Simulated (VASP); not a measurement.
# BiAuO3 (P6_3/mmc) in VASP: further runs, part 3 of 3

VASP 6.6.1. The steps go on from the part before.

## 4. Relaxation of cell and atoms, PBE

INCAR

```
SYSTEM = BiAuO3
PREC = Accurate
ENCUT = 600
EDIFF = 1E-6
ISMEAR = 0
SIGMA = 0.1
LREAL = .False.
LASPH = .True.
NELM = 80
ALGO = Normal
ISIF = 3
LWAVE = .False.
LCHARG = .False.
GGA = PE
IBRION = 2
NSW = 90
EDIFFG = -0.04
```

KPOINTS

```
regular mesh
0
Gamma
  6 6 4
  0 0 0
```

POSCAR

```
BiAuO3
1.0
    5.8215018590      0.0000000000      0.0000000000
   -2.9107509295      5.0415684980      0.0000000000
    0.0000000000      0.0000000000      4.9736099363
Bi Au O
2 2 6
Direct
    0.3333333333      0.6666666667      0.7500000000
    0.6666666667      0.3333333333      0.2500000000
    0.0000000000      0.0000000000      0.5000000000
    0.0000000000      0.0000000000      0.0000000000
    0.1460000000      0.2919999999      0.2500000000
    0.8540000000      0.1460000000      0.7500000000
    0.8540000000      0.7080000001      0.7500000000
    0.1460000000      0.8540000000      0.2500000000
    0.7080000001      0.8540000000      0.2500000000
    0.2919999999      0.1460000000      0.7500000000
```

Potentials or basis: VASP PAW PBE potentials, release 64 (Bi_d, Au, O).

Run with:

```sh
cat potpaw_PBE.64/Bi_d/POTCAR potpaw_PBE.64/Au/POTCAR potpaw_PBE.64/O/POTCAR > POTCAR
mpirun -np 1 vasp_std > vasp.out
```

OUTCAR:

```text
SYSTEM = BiAuO3
   PREC = Accurate
   ENCUT = 600
   EDIFF = 1E-6
   ISMEAR = 0
   LREAL = .False.
   LASPH = .True.
   NELM = 80
   ISIF = 3
   GGA = PE
   IBRION = 2
   NSW = 90
   EDIFFG = -0.04

 ion  position               nearest neighbor table
   1  0.333  0.667  0.750-   6 2.92  10 2.92  10 2.92   6 2.92   7 2.92   7 2.92   3 3.58   4 3.58
                             3 3.58   4 3.58   3 3.58   4 3.58
   2  0.667  0.333  0.250-   8 2.92   9 2.92   9 2.92   8 2.92   5 2.92   5 2.92   3 3.58   4 3.58
                             3 3.58   4 3.58   3 3.58   4 3.58
   3  0.000  0.000  0.500-   5 1.93   7 1.93   9 1.93  10 1.93   6 1.93   8 1.93   4 2.49   4 2.49
                             1 3.58   2 3.58   1 3.58   2 3.58   2 3.58   1 3.58
   4  0.000  0.000  0.000-   5 1.93   7 1.93   9 1.93  10 1.93   6 1.93   8 1.93   3 2.49   3 2.49
                             1 3.58   2 3.58   1 3.58   2 3.58   2 3.58   1 3.58
   5  0.146  0.292  0.250-   3 1.93   4 1.93   2 2.92   2 2.92
   6  0.854  0.146  0.750-   3 1.93   4 1.93   1 2.92   1 2.92
   7  0.854  0.708  0.750-   3 1.93   4 1.93   1 2.92   1 2.92
   8  0.146  0.854  0.250-   3 1.93   4 1.93   2 2.92   2 2.92
   9  0.708  0.854  0.250-   3 1.93   4 1.93   2 2.92   2 2.92
  10  0.292  0.146  0.750-   3 1.93   4 1.93   1 2.92   1 2.92

  LATTYP: Found a hexagonal cell.
 ALAT       =     5.8215018590
 C/A-ratio  =     0.8543516874

  Lattice vectors:

 A1 = (   5.8215018590,   0.0000000000,   0.0000000000)
 A2 = (  -2.9107509295,   5.0415684980,   0.0000000000)
 A3 = (   0.0000000000,   0.0000000000,   4.9736099363)

Analysis of symmetry for initial positions (statically):
=====================================================================
 Subroutine PRICEL returns:
 Original cell was already a primitive cell.

 Routine SETGRP: Setting up the symmetry group for a
 hexagonal supercell.

 Subroutine GETGRP returns: Found 24 space group operations
 (whereof 12 operations were pure point group operations)
 out of a pool of 24 trial point group operations.

The static configuration has the point symmetry D_3d.
 The point group associated with its full space group is D_6h.

Analysis of symmetry for dynamics (positions and initial velocities):
=====================================================================
 Subroutine PRICEL returns:
 Original cell was already a primitive cell.

 Routine SETGRP: Setting up the symmetry group for a
 hexagonal supercell.

 Subroutine GETGRP returns: Found 24 space group operations
 (whereof 12 operations were pure point group operations)
 out of a pool of 24 trial point group operations.

The dynamic configuration has the point symmetry D_3d.
 The point group associated with its full space group is D_6h.

 Subroutine INISYM returns: Found 24 space group operations
 (whereof 12 operations are pure point group operations),
 and found     1 'primitive' translations

----------------------------------------------------------------------------------------

                                     Primitive cell

  volume of cell :     145.9730

  direct lattice vectors                    reciprocal lattice vectors
     5.821501859  0.000000000  0.000000000     0.171776979  0.099175485  0.000000000
    -2.910750929  5.041568498  0.000000000     0.000000000  0.198350970  0.000000000
     0.000000000  0.000000000  4.973609936     0.000000000  0.000000000  0.201061204

  length of vectors
     5.821501859  5.821501859  4.973609936     0.198350970  0.198350970  0.201061204

[... 47 lines left out ...]
 ===========================================

 Found     21 irreducible k-points:

 Following reciprocal coordinates:
            Coordinates               Weight
  0.000000  0.000000  0.000000      1.000000
  0.166667 -0.000000  0.000000      6.000000
  0.333333  0.000000  0.000000      6.000000
  0.500000  0.000000  0.000000      3.000000
  0.166667  0.166667  0.000000      6.000000
  0.333333  0.166667  0.000000     12.000000
[... 13 lines left out ...]
  0.333333  0.166667  0.500000     12.000000
  0.333333  0.333333  0.500000      2.000000
   k-points           NKPTS =     21   k-points in BZ     NKDIM =     21   number of bands    NBANDS=     52
   number of dos      NEDOS =    301   number of ions     NIONS =     10
   total plane-waves  NPLWV =  92160
   dimension x,y,z NGX =    48 NGY =   48 NGZ =   40
   dimension x,y,z NGXF=    96 NGYF=   96 NGZF=   80
   ions per type =               2   2   6
   NGX,Y,Z   is equivalent  to a cutoff of  13.71, 13.71, 13.37 a.u.
   NGXF,Y,Z  is equivalent  to a cutoff of  27.41, 27.41, 26.74 a.u.
 SYSTEM =  BiAuO3
   PREC   = accura    normal or accurate (medium, high low for compatibility)
   ISTART =      0    job   : 0-new  1-cont  2-samecut
   ICHARG =      2    charge: 1-file 2-atom 10-const
   ISPIN  =      1    spin polarized calculation?
   LNONCOLLINEAR =      F non collinear calculations
   LSORBIT =      F    spin-orbit coupling
   LASPH  =      T    aspherical Exc in radial PAW
   ENCUT  =  600.0 eV  44.10 Ry    6.64 a.u.  11.63 11.63  9.93*2*pi/ulx,y,z
   NELM   =     80;   NELMIN=  2; NELMDL= -5     # of ELM steps
   EDIFF  = 0.1E-05   stopping-criterion for ELM
   LREAL  =      F    real-space projection
   EDIFFG = -.4E-01   stopping-criterion for IOM
   NSW    =     90    number of steps for IOM
   IBRION =      2    ionic relax: 0-MD 1-quasi-New 2-CG
   NFREE  =      1    steps in history (QN), initial steepest desc. (CG)
   ISIF   =      3    stress and relaxation
   ISYM   =      2    0-nonsym 1-usesym 2-fastsym
   POTIM  = 0.5000    time-step for ionic-motion
   TEBEG  =    0.0;   TEEND  =   0.0 temperature during run
   PSTRESS=    0.0 pullay stress
   NELECT =      88.0000    total number of electrons
   NUPDOWN=      -1.0000    fix difference up-down
   EMIN   =  10.00;   EMAX   =-10.00  energy-range for DOS
   EFERMI =   0.00;   METHOD = LEGACY
   ISMEAR =     0;   SIGMA  =   0.10  broadening in eV -4-tet -1-fermi 0-gaus
   EFERMI_NEDOS =   21; number of points for ismear=-14 and -15
   IALGO  =     38    algorithm
   IMIX   =      4    mixing-type and parameters
     AMIX     =   0.40;   BMIX     =  1.00
     AMIX_MAG =   1.60;   BMIX_MAG =  1.00
  volume/ion in A,a.u.               =      14.60        98.51
  Fermi-wavevector in a.u.,A,eV,Ry     =   1.382966  2.613427 26.022443  1.912596
  Thomas-Fermi vector in A             =   2.507608
   LORBIT       =      0    0 simple, 1 ext, 2 COOP (PROOUT), +10 PAW based schemes
   GGA     = PE    functional components
   LHFCALC =     F    Hartree Fock is set to
   AEXX    =    0.0000 exact exchange contribution
   IVDW    =     0    specifies the selected vdW correction
   LEPSILON=     F    determine dielectric tensor
   LRPA    =     F    only Hartree local field effects (RPA)
 conjugate gradient relaxation of ions
 non-spin polarized calculation
 Gauss-broadening in eV      SIGMA  =   0.10
  energy-cutoff  :      600.00
  volume of cell :      145.97
 maximum number of plane-waves:      4892
 NGX is ok and might be reduce to    48
   NGX = 23   NGY = 23   NGZ = 19

--------------------------------------- Ionic step        1  -------------------------------------------

 number of electron      87.9999972 magnetization

 Free energy of the ion-electron system (eV)
  ---------------------------------------------------
  ext. energy  EPLUGINS =         0.00000000
  ---------------------------------------------------
  free energy    TOTEN  =       -38.24392048 eV

  energy without entropy =      -38.21200888  energy(sigma->0) =      -38.22796468

------------------------ aborting loop because EDIFF is reached ----------------------------------------

  FORCE on cell =-STRESS in cart. coord.  units (eV):
  Direction    XX          YY          ZZ          XY          YZ          ZX
  --------------------------------------------------------------------------------------
  -------------------------------------------------------------------------------------
  Total       17.6760151     17.6760151     50.9089349     -0.0000000     -0.0000000      0.0000000
  in kB      194.0092836    194.0092836    558.7688138     -0.0000000     -0.0000000      0.0000000
  external PRESSURE =     315.5957937 kB  Pullay stress =       0.0000000 kB
[... 2440 lines left out ...]
     51       6.3122      0.00000
     52       6.3122      0.00000

[... ionic steps 4 to 12 ...]

--------------------------------------- Ionic step       13  -------------------------------------------

 number of electron      88.0000003 magnetization

------------------------ aborting loop because EDIFF is reached ----------------------------------------
[... 83 lines left out ...]
--------------------------------------- Ionic step       15  -------------------------------------------

 number of electron      87.9999994 magnetization

 Free energy of the ion-electron system (eV)
  ---------------------------------------------------
  ext. energy  EPLUGINS =         0.00000000
  ---------------------------------------------------
  free energy    TOTEN  =       -43.62028866 eV

  energy without entropy =      -43.58692643  energy(sigma->0) =      -43.60360755

 E-fermi :   6.7121     XC(G=0): -11.0187

 val. band max:        6.7008127755   @ k =   0.3333   0.3333   0.2500
 cond. band min:       6.7181993277   @ k =   0.1667   0.1667   0.2500
 fundamental gap:      0.0173865522
 Fermi energy:         6.7120737562
[... 1190 lines left out ...]
  FREE ENERGIE OF THE ION-ELECTRON SYSTEM (eV)
  ---------------------------------------------------
  free  energy   TOTEN  =       -43.6202886643 eV

  energy  without entropy=      -43.5869264344  energy(sigma->0) =      -43.60360755

 reached required accuracy - stopping structural energy minimisation
```

Wall time 17 min (1 thread of Intel Xeon 6975P-C (Granite Rapids), shared host); peak memory 0.42 GiB.

Results:

```yaml
Free_energy: -43.6203 eV
Relaxed_volume: 14.71 Å³/atom
Relaxed_cell: a = 5.304 Å, b = 5.304 Å, c = 6.038 Å, α = 90.00°, β = 90.00°, γ = 120.00°
Space_group_after_relaxing_to_0.1_Å: P6_3/mmc (No. 194)
Energy_gained_by_relaxing: 537.6 meV/atom
Ionic_steps: 15
Pressure_after_relaxing: -0.2 GPa
Largest_force_after_relaxing: 0.004 eV/Å
Band_gap_on_the_k_mesh: zero (bands 44 and 45 overlap by 0.37 eV)
```

Forces in eV/Å, atoms in the order of the input:
```
Bi   0.000  0.000  0.000
Bi   0.000  0.000  0.000
Au   0.000  0.000  0.000
Au   0.000  0.000  0.000
O    0.000  0.004  0.000
O   -0.003  0.002  0.000
O    0.000 -0.004  0.000
O    0.003 -0.002  0.000
O   -0.003 -0.002  0.000
O    0.003  0.002  0.000
```

Stress tensor (GPa, compression positive):
```
-0.21  0.00  0.00
 0.00 -0.21  0.00
 0.00  0.00 -0.04
```

Step by step:
```csv
step,energy change (eV),largest force (eV/Å),pressure (GPa),volume (Å³)
1,0.0000,4.4662,31.56,145.97
2,0.7690,1.5772,-19.95,214.16
3,-3.5718,0.1956,-6.14,172.27
4,-3.5908,0.3329,-5.00,170.76
5,-3.5941,0.4146,-4.31,169.90
6,-4.3084,0.5173,-3.00,162.51
7,-5.2257,0.7110,4.49,145.19
8,-5.2124,0.7160,6.64,142.31
9,-5.2585,0.3417,-0.94,146.55
10,-5.3435,0.0997,2.11,144.64
11,-5.3732,0.0520,0.06,147.11
12,-5.3739,0.0437,-0.26,147.53
13,-5.3752,0.0459,-0.10,147.29
14,-5.3759,0.0501,0.17,146.93
15,-5.3764,0.0039,-0.15,147.10
```

Final structure:
```xyz
10
Lattice="5.3037 0.0000 0.0000 -2.6518 4.5931 0.0000 0.0000 0.0000 6.0383" Properties=species:S:1:pos:R:3 pbc="T T T"
Bi    0.0000    3.0621    4.5287
Bi    2.6518    1.5310    1.5096
Au    5.3037    0.0000    3.0191
Au    5.3037    0.0000    0.0000
O     0.0000    1.5403    1.5096
O     3.9698    0.7701    4.5287
O     2.6518    3.0529    4.5287
O    -1.3179    3.8230    1.5096
O     1.3179    3.8230    1.5096
O     1.3339    0.7701    4.5287
```

Caveat: a cell axis changed by over 15 % at a fixed basis, so the end point is rough; spin-orbit coupling is left out, which moves the levels of the heavy elements.

## 5. Overview

| task | cell | cutoff (eV) | gap on the mesh (eV) | pressure (GPa) | largest force (eV/Å) |
| --- | --- | --- | --- | --- | --- |
| single point | a = 5.822, b = 5.822, c = 4.974 Å, angles 90.0, 90.0, 120.0°, 10 atoms, atomic positions A | 520 | none | 31.7 | 4.47 |
| single point | a = 5.291, b = 5.291, c = 6.087 Å, angles 90.0, 90.0, 120.0°, 10 atoms, atomic positions B | 520 | none | 0.0 | 0.04 |
| relaxation of cell and atoms | relaxed from a = 5.822, b = 5.822, c = 4.974 Å, angles 90.0, 90.0, 120.0°, 10 atoms, atomic positions A | 600 | none | -0.2 | - |

Alike in all rows: level PBE; potentials or basis VASP PAW PBE potentials, release 64 (Bi_d, Au, O); no spin polarisation; k mesh 6 × 6 × 4; smearing gaussian 0.1 eV.

Caveats: spin-orbit coupling is left out, which moves the levels of the heavy elements; the cell stands under pressure (at least some runs); forces of over 1 eV/Å act on the atoms, so gaps and moduli don't describe the material at rest (at least some runs); a cell axis changed by over 15 % at a fixed basis, so the end point is rough (at least some runs).

Total energies depend on the potentials used, so only differences within one code and one set of settings carry meaning.
